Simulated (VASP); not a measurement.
# SiC (P6_3mc) in VASP: a series of runs

The runs below take SiC through single point, relaxation of cell and atoms, with LDA.

All numbers are computed with VASP 6.6.1; they aren't measurements. Logs are shortened: lines on timing, memory, paths and dates and some standing lists are left out, and cuts for length are marked.

**1. The cell of the first run**

Symmetry: P6_3mc, No. 186, hexagonal system. Conventional cell: a = 3.095 Å, b = 3.095 Å, c = 15.170 Å, α = 90.00°, β = 90.00°, γ = 120.00°. Si (site symmetry 3m) has 4 C at 1.90 Å within 2.5 Å. Si (site symmetry 3m) has 4 C at 1.90 Å within 2.5 Å. Si (site symmetry 3m) has 4 C at 1.90 Å within 2.5 Å. Within 2.5 Å of C (site symmetry 3m) lie 4 Si at 1.90 Å. C (site symmetry 3m) has 4 Si at 1.90 Å within 2.5 Å. C (site symmetry 3m) has 4 Si at 1.90 Å within 2.5 Å.

**2. Single point, LDA**

INCAR reads:

```
SYSTEM = SiC
ALGO = Normal ; EDIFF = 1E-6
ENCUT = 600 ; GGA = CA
GGA_COMPAT = .False. ; ISIF = 2
ISMEAR = 0 ; LASPH = .True.
LCHARG = .True. ; LELF = .True.
LREAL = .False. ; LVHAR = .True.
LWAVE = .False. ; NBANDS = 36
NELM = 120 ; PREC = Accurate
SIGMA = 0.1
```

KPOINTS reads:

```
k-points
0
Gamma
  6 6 2
  0 0 0
```

POSCAR reads:

```
SiC
1.0
    3.0950005955      0.0000000000      0.0000000000
   -1.5475002978      2.6803491404      0.0000000000
    0.0000000000      0.0000000000     15.1700000000
Si C
6 6
Direct
    0.0000000000      0.0000000000      0.1250000000
    0.0000000000      0.0000000000      0.6250000000
    0.3333333333      0.6666666667      0.2917000000
    0.6666666667      0.3333333333      0.7917000000
    0.3333333333      0.6666666667      0.9583000000
    0.6666666667      0.3333333333      0.4583000000
    0.0000000000      0.0000000000      0.0000000000
    0.0000000000      0.0000000000      0.5000000000
    0.3333333333      0.6666666667      0.1667000000
    0.6666666667      0.3333333333      0.6667000000
    0.3333333333      0.6666666667      0.8333000000
    0.6666666667      0.3333333333      0.3333000000
```

Potentials or basis: VASP PAW LDA potentials, release 64 (Si, C).

On the command line:

```
cat potpaw_LDA.64/Si/POTCAR potpaw_LDA.64/C/POTCAR > POTCAR
mpirun -np 1 vasp_std > vasp.out
```

OUTCAR:

```text
SYSTEM = SiC
   EDIFF = 1E-6
   ENCUT = 600
   GGA = CA
   ISIF = 2
   ISMEAR = 0
   LASPH = .True.
   LREAL = .False.
   NELM = 120
   PREC = Accurate

 ion  position               nearest neighbor table
   1  0.000  0.000  0.125-   9 1.90   9 1.90   9 1.90   7 1.90   5 3.10   3 3.10   3 3.10   5 3.10
                             5 3.10   3 3.10
   2  0.000  0.000  0.625-  10 1.90  10 1.90  10 1.90   8 1.90   6 3.10   4 3.10   6 3.10   4 3.10
                             4 3.10   6 3.10
   3  0.333  0.667  0.292-  12 1.90  12 1.90  12 1.90   9 1.90   6 3.10   6 3.10   6 3.10   1 3.10
                             1 3.10   1 3.10
   4  0.667  0.333  0.792-  11 1.90  11 1.90  11 1.90  10 1.90   5 3.10   5 3.10   5 3.10   2 3.10
                             2 3.10   2 3.10
   5  0.333  0.667  0.958-   7 1.90   7 1.90   7 1.90  11 1.90   4 3.10   4 3.10   4 3.10   1 3.10
                             1 3.10   1 3.10
   6  0.667  0.333  0.458-   8 1.90   8 1.90   8 1.90  12 1.90   3 3.10   3 3.10   3 3.10   2 3.10
                             2 3.10   2 3.10
   7  0.000  0.000  0.000-   5 1.90   5 1.90   5 1.90   1 1.90
   8  0.000  0.000  0.500-   6 1.90   6 1.90   6 1.90   2 1.90
   9  0.333  0.667  0.167-   1 1.90   1 1.90   1 1.90   3 1.90
  10  0.667  0.333  0.667-   2 1.90   2 1.90   2 1.90   4 1.90
  11  0.333  0.667  0.833-   4 1.90   4 1.90   4 1.90   5 1.90
  12  0.667  0.333  0.333-   3 1.90   3 1.90   3 1.90   6 1.90

  LATTYP: Found a hexagonal cell.
 ALAT       =     3.0950005955
 C/A-ratio  =     4.9014530149

  Lattice vectors:

 A1 = (   3.0950005955,   0.0000000000,   0.0000000000)
 A2 = (  -1.5475002978,   2.6803491404,   0.0000000000)
 A3 = (   0.0000000000,   0.0000000000,  15.1700000000)

Analysis of symmetry for initial positions (statically):
=====================================================================
 Subroutine PRICEL returns:
 Original cell was already a primitive cell.

 Routine SETGRP: Setting up the symmetry group for a
 hexagonal supercell.

 Subroutine GETGRP returns: Found 12 space group operations
 (whereof  6 operations were pure point group operations)
 out of a pool of 24 trial point group operations.

The static configuration has the point symmetry C_3v.
 The point group associated with its full space group is C_6v.

Analysis of symmetry for dynamics (positions and initial velocities):
=====================================================================
 Subroutine PRICEL returns:
 Original cell was already a primitive cell.

 Routine SETGRP: Setting up the symmetry group for a
 hexagonal supercell.

 Subroutine GETGRP returns: Found 12 space group operations
 (whereof  6 operations were pure point group operations)
 out of a pool of 24 trial point group operations.

The dynamic configuration has the point symmetry C_3v.
 The point group associated with its full space group is C_6v.

 Subroutine INISYM returns: Found 12 space group operations
 (whereof  6 operations are pure point group operations),
 and found     1 'primitive' translations

----------------------------------------------------------------------------------------

                                     Primitive cell

  volume of cell :     125.8455

  direct lattice vectors                    reciprocal lattice vectors
     3.095000596  0.000000000  0.000000000     0.323101715  0.186542862  0.000000000
    -1.547500298  2.680349140  0.000000000     0.000000000  0.373085724  0.000000000
     0.000000000  0.000000000 15.170000000     0.000000000  0.000000000  0.065919578

  length of vectors
     3.095000596  3.095000595 15.170000000     0.373085724  0.373085724  0.065919578

  position of ions in fractional coordinates (direct lattice)
     0.000000000  0.000000000  0.125000000
     0.000000000  0.000000000  0.625000000
     0.333333333  0.666666667  0.291700000
     0.666666667  0.333333333  0.791700000
     0.333333333  0.666666667  0.958300000
     0.666666667  0.333333333  0.458300000
     0.000000000  0.000000000  0.000000000
     0.000000000  0.000000000  0.500000000
     0.333333333  0.666666667  0.166700000
     0.666666667  0.333333333  0.666700000
     0.333333333  0.666666667  0.833300000
     0.666666667  0.333333333  0.333300000

  ion indices of the primitive-cell ions
   primitive index   ion index
                 1           1
                 2           2
[... 25 lines left out ...]

  Length of vectors
     0.062180954  0.062180954  0.032959789

  Shift w.r.t. Gamma in fractional coordinates (k-lattice)
     0.000000000  0.000000000  0.000000000

 Subroutine IBZKPT returns following result:
 ===========================================

 Found     14 irreducible k-points:

 Following reciprocal coordinates:
            Coordinates               Weight
  0.000000  0.000000  0.000000      1.000000
  0.166667  0.000000  0.000000      6.000000
  0.333333  0.000000  0.000000      6.000000
  0.500000  0.000000  0.000000      3.000000
  0.166667  0.166667  0.000000      6.000000
  0.333333  0.166667  0.000000     12.000000
  0.333333  0.333333  0.000000      2.000000
  0.000000  0.000000  0.500000      1.000000
  0.166667  0.000000  0.500000      6.000000
  0.333333  0.000000  0.500000      6.000000
  0.500000  0.000000  0.500000      3.000000
  0.166667  0.166667  0.500000      6.000000
  0.333333  0.166667  0.500000     12.000000
  0.333333  0.333333  0.500000      2.000000
   k-points           NKPTS =     14   k-points in BZ     NKDIM =     14   number of bands    NBANDS=     36
   number of dos      NEDOS =    301   number of ions     NIONS =     12
   total plane-waves  NPLWV =  98784
   dimension x,y,z NGX =    28 NGY =   28 NGZ =  126
   dimension x,y,z NGXF=    56 NGYF=   56 NGZF=  252
   ions per type =               6   6
   NGX,Y,Z   is equivalent  to a cutoff of  15.04, 15.04, 13.81 a.u.
   NGXF,Y,Z  is equivalent  to a cutoff of  30.08, 30.08, 27.62 a.u.
 SYSTEM =  SiC
   PREC   = accura    normal or accurate (medium, high low for compatibility)
   ISTART =      0    job   : 0-new  1-cont  2-samecut
   ICHARG =      2    charge: 1-file 2-atom 10-const
   ISPIN  =      1    spin polarized calculation?
   LNONCOLLINEAR =      F non collinear calculations
   LSORBIT =      F    spin-orbit coupling
   LASPH  =      T    aspherical Exc in radial PAW
   ENCUT  =  600.0 eV  44.10 Ry    6.64 a.u.   6.18  6.18 30.30*2*pi/ulx,y,z
   NELM   =    120;   NELMIN=  2; NELMDL= -5     # of ELM steps
   EDIFF  = 0.1E-05   stopping-criterion for ELM
   LREAL  =      F    real-space projection
   EDIFFG = 0.1E-04   stopping-criterion for IOM
   NSW    =      0    number of steps for IOM
   IBRION =     -1    ionic relax: 0-MD 1-quasi-New 2-CG
   NFREE  =      0    steps in history (QN), initial steepest desc. (CG)
   ISIF   =      2    stress and relaxation
   ISYM   =      2    0-nonsym 1-usesym 2-fastsym
   POTIM  = 0.5000    time-step for ionic-motion
   TEBEG  =    0.0;   TEEND  =   0.0 temperature during run
   PSTRESS=    0.0 pullay stress
   NELECT =      48.0000    total number of electrons
   NUPDOWN=      -1.0000    fix difference up-down
   EMIN   =  10.00;   EMAX   =-10.00  energy-range for DOS
   EFERMI =   0.00;   METHOD = LEGACY
   ISMEAR =     0;   SIGMA  =   0.10  broadening in eV -4-tet -1-fermi 0-gaus
   EFERMI_NEDOS =   21; number of points for ismear=-14 and -15
   IALGO  =     38    algorithm
   IMIX   =      4    mixing-type and parameters
     AMIX     =   0.40;   BMIX     =  1.00
     AMIX_MAG =   1.60;   BMIX_MAG =  1.00
  volume/ion in A,a.u.               =      10.49        70.77
  Fermi-wavevector in a.u.,A,eV,Ry     =   1.187251  2.243580 19.178307  1.409566
  Thomas-Fermi vector in A             =   2.323407
   LORBIT       =      0    0 simple, 1 ext, 2 COOP (PROOUT), +10 PAW based schemes
   GGA     = CA    functional components
   LHFCALC =     F    Hartree Fock is set to
   AEXX    =    0.0000 exact exchange contribution
   IVDW    =     0    specifies the selected vdW correction
   LEPSILON=     F    determine dielectric tensor
   LRPA    =     F    only Hartree local field effects (RPA)
 non-spin polarized calculation
 Gauss-broadening in eV      SIGMA  =   0.10
  energy-cutoff  :      600.00
  volume of cell :      125.85
 maximum number of plane-waves:      4225
 NGX is ok and might be reduce to    28
   NGX = 13   NGY = 13   NGZ = 61

 number of electron      47.9999999 magnetization

 Free energy of the ion-electron system (eV)
  ---------------------------------------------------
  ext. energy  EPLUGINS =         0.00000000
  ---------------------------------------------------
  free energy    TOTEN  =       -99.76130408 eV

  energy without entropy =      -99.76130408  energy(sigma->0) =      -99.76130408

 E-fermi :   8.4234     XC(G=0): -11.4963

 val. band max:        7.9596065728   @ k =   0.0000   0.0000   0.0000
 cond. band min:       9.9236207377   @ k =   0.5000   0.0000   0.0000
 fundamental gap:      1.9640141650
 Fermi energy:         8.4233647343

 k-point     1 :       0.0000    0.0000    0.0000
  band No.  band energies     occupation
      1      -7.3076      2.00000
      2      -6.7926      2.00000
      3      -6.7494      2.00000
      4      -5.2630      2.00000
      5      -5.2324      2.00000
      6      -3.7277      2.00000
[... 535 lines left out ...]
     35      17.0165      0.00000
     36      17.0165      0.00000

------------------------ aborting loop because EDIFF is reached ----------------------------------------

  FORCE on cell =-STRESS in cart. coord.  units (eV):
  Direction    XX          YY          ZZ          XY          YZ          ZX
  --------------------------------------------------------------------------------------
  -------------------------------------------------------------------------------------
  Total       -5.6975417     -5.6975417     -5.1846309      0.0000000      0.0000000     -0.0000000
  in kB      -72.5371361    -72.5371361    -66.0071136      0.0000000      0.0000000     -0.0000000
  external PRESSURE =     -70.3604619 kB  Pullay stress =       0.0000000 kB

 VOLUME and BASIS-vectors are now :
 -----------------------------------------------------------------------------
  energy-cutoff  :      600.00
  volume of cell :      125.85
      direct lattice vectors                 reciprocal lattice vectors
     3.095000596  0.000000000  0.000000000     0.323101715  0.186542862  0.000000000
    -1.547500298  2.680349140  0.000000000     0.000000000  0.373085724  0.000000000
     0.000000000  0.000000000 15.170000000     0.000000000  0.000000000  0.065919578

 POSITION                                       TOTAL-FORCE (eV/Angst)
 -----------------------------------------------------------------------------------
      0.00000      0.00000      1.89625        -0.000000     -0.000000      0.053997
      0.00000      0.00000      9.48125         0.000000      0.000000      0.053997
     -0.00000      1.78690      4.42509        -0.000000     -0.000000      0.026615
      1.54750      0.89345     12.01009         0.000000      0.000000      0.026615
     -0.00000      1.78690     14.53741         0.000000      0.000000      0.054833
      1.54750      0.89345      6.95241        -0.000000     -0.000000      0.054833
      0.00000      0.00000      0.00000         0.000000      0.000000     -0.149173
      0.00000      0.00000      7.58500         0.000000     -0.000000     -0.149173
     -0.00000      1.78690      2.52884         0.000000      0.000000      0.029621
      1.54750      0.89345     10.11384        -0.000000     -0.000000      0.029621
     -0.00000      1.78690     12.64116        -0.000000     -0.000000     -0.015893
      1.54750      0.89345      5.05616         0.000000      0.000000     -0.015893
 -----------------------------------------------------------------------------------
    total drift:                                0.000000      0.000000     -0.000480

  FREE ENERGIE OF THE ION-ELECTRON SYSTEM (eV)
  ---------------------------------------------------
  free  energy   TOTEN  =       -99.7613040768 eV

  energy  without entropy=      -99.7613040768  energy(sigma->0) =      -99.76130408
```

Run time: 3 min. Hardware: 1 thread of Oxide Virtual Turin-like, shared host; peak memory 0.21 GiB.

Results:

```
Free energy            : -99.7613 eV
Pressure               : -7.0 GPa
Largest force          : 0.149 eV/Å
Band gap on the k mesh : 1.96 eV (least direct gap 3.06 eV)
```

Forces in eV/Å, atoms in the order of the input:
```
Si   0.000  0.000  0.054
Si   0.000  0.000  0.054
Si   0.000  0.000  0.027
Si   0.000  0.000  0.027
Si   0.000  0.000  0.055
Si   0.000  0.000  0.055
C    0.000  0.000 -0.149
C    0.000  0.000 -0.149
C    0.000  0.000  0.030
C    0.000  0.000  0.030
C    0.000  0.000 -0.016
C    0.000  0.000 -0.016
```

Levels at points of the mesh, in eV from the valence-band top:
```tsv
k point	band 22	band 23	band 24	band 25	band 26	band 27
(0.00, 0.00, 0.00)	-0.05	0.00	0.00	5.00	5.17	5.57
(0.50, 0.00, 0.00)	-1.77	-1.67	-1.10	1.96	2.13	3.09
(0.00, 0.00, 0.50)	-0.10	-0.10	-0.10	5.06	5.06	5.80
(0.50, 0.00, 0.50)	-1.72	-1.30	-1.30	2.00	2.00	3.32
```

Caveat: the cell stands under tension.

(Continued in part 2 of 2.)
